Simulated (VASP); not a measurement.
Input of a VASP 6.6.1 run:

INCAR

```
PREC = Accurate
ENCUT = 520
EDIFF = 1E-7
ISMEAR = 0
SIGMA = 0.05
LREAL = False
LASPH = True
NELM = 60
ALGO = Normal
ISIF = 2
LWAVE = False
LCHARG = False
GGA = PS
NBANDS = 36
```

File KPOINTS:

```
Automatic mesh
0
Gamma
  6 9 3
```

POSCAR

```
Si
1.0
    5.4328540087      0.0000000000      0.0000000000
    0.0000000000      2.7164270044     -2.7164270044
    2.0373202533      8.1492810131      8.1492810131
Si
12
Direct
    0.4062562500      0.0000000000      0.2499833333
   -0.1562437500      0.5000000000      0.4166500000
    0.2812562500      0.0000000000      0.5833166667
   -0.2812437500      0.5000000000      0.7499833333
    0.1562562500      0.0000000000      0.9166500000
   -0.0312437500      0.5000000000      0.0833166667
    0.5937562500      0.0000000000      0.4166500000
    0.0312562500      0.5000000000      0.5833166667
    0.4687562500      0.0000000000      0.7499833333
   -0.0937437500      0.5000000000      0.9166500000
    0.7187562500      0.0000000000      0.0833166667
    0.1562562500      0.5000000000      0.2499833333
```

Potentials or basis: VASP PAW PBE potentials, release 64 (Si).

Command:

```sh
$ cat potpaw_PBE.64/Si/POTCAR > POTCAR
$ mpirun -np 1 vasp_std > vasp.out
```

What does it give for the largest force?

4.814 eV/Å.

What does it give for the pressure?

2.6 GPa.

Estimate the band gap on the k mesh.

zero (band 24 reaches 6.04 eV, above the bottom of band 25 at 5.45 eV).

Stress tensor (GPa, compression positive):
```
2.02 0.49 0.49
0.49 2.86 1.15
0.49 1.15 2.86
```

Caveat: the PAW data sets were made with another functional, which shifts forces and pressure a little.
